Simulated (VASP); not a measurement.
## Si7Ge: single point with PBEsol

Si7Ge:

```
Si Ge
1.0
     5.45918    0.00000    0.00000
     0.00000    5.45918    0.00000
     0.00000    0.00000    5.45918
Si Ge
7 1
Direct
  0.22518 0.22518 0.22518
  0.04020 0.50732 0.50732
  0.50732 0.50732 0.04020
  0.50732 0.04020 0.50732
  0.75420 0.29362 0.75420
  0.75420 0.75420 0.29362
  0.29362 0.75420 0.75420
  0.96827 0.96827 0.96827
```

This cell differs from its parent crystal: atoms displaced along a vibrational mode.

```yaml
Program: VASP 6.6.1
Task: single point
Functional: PBEsol
Potentials_or_basis: VASP PAW PBE potentials, release 64 (Si, Ge_d)
Cutoff: 520 eV
k_mesh: 6 × 6 × 6
Occupations: gaussian, width 0.03 eV
Spin: no spin polarisation
Dipole_correction: no
Further_INCAR_settings: ALGO = Normal; EDIFF = 1e-06; NBANDS = 31
```

The pressure is -1.8 GPa. The largest force is 0.861 eV/Å and the band gap on the k mesh is 0.04 eV (least direct gap 0.06 eV).

Forces on the atoms (eV/Å):
```
Si   0.497  0.497  0.497
Si  -0.325 -0.232 -0.232
Si  -0.232 -0.232 -0.325
Si  -0.232 -0.325 -0.232
Si   0.164 -0.351  0.164
Si   0.164  0.164 -0.351
Si  -0.351  0.164  0.164
Ge   0.316  0.316  0.316
```

Stress tensor (GPa, compression positive):
```
-1.77  0.07  0.07
 0.07 -1.77  0.07
 0.07  0.07 -1.77
```

Levels at points of the mesh, in eV from the valence-band top:
```tsv
k point	band 17	band 18	band 19	band 20	band 21	band 22	band 23	band 24	band 25	band 26
(0.00, 0.00, 0.00)	-2.77	-2.77	-0.62	-0.02	-0.02	0.04	0.65	0.65	0.90	0.90
(0.50, 0.00, 0.00)	-3.36	-1.98	-1.85	-1.72	-1.69	0.92	1.03	2.69	2.80	4.07
(0.50, 0.50, 0.00)	-3.66	-1.44	-1.22	-1.13	-1.13	2.17	2.22	2.23	2.39	4.50
(0.50, 0.50, 0.50)	-1.09	-1.09	-0.96	-0.91	-0.91	0.81	1.30	1.40	1.40	3.11
```

It took 70 s on 1 thread of Intel(R) Xeon(R) 6975P-C (Granite Rapids), on a shared host, peak memory 0.32 GiB.

Caveat: the cell differs from its parent crystal (atoms displaced along a vibrational mode); the PAW data sets were made with another functional, which shifts forces and pressure a little. A k mesh can miss the band edges.
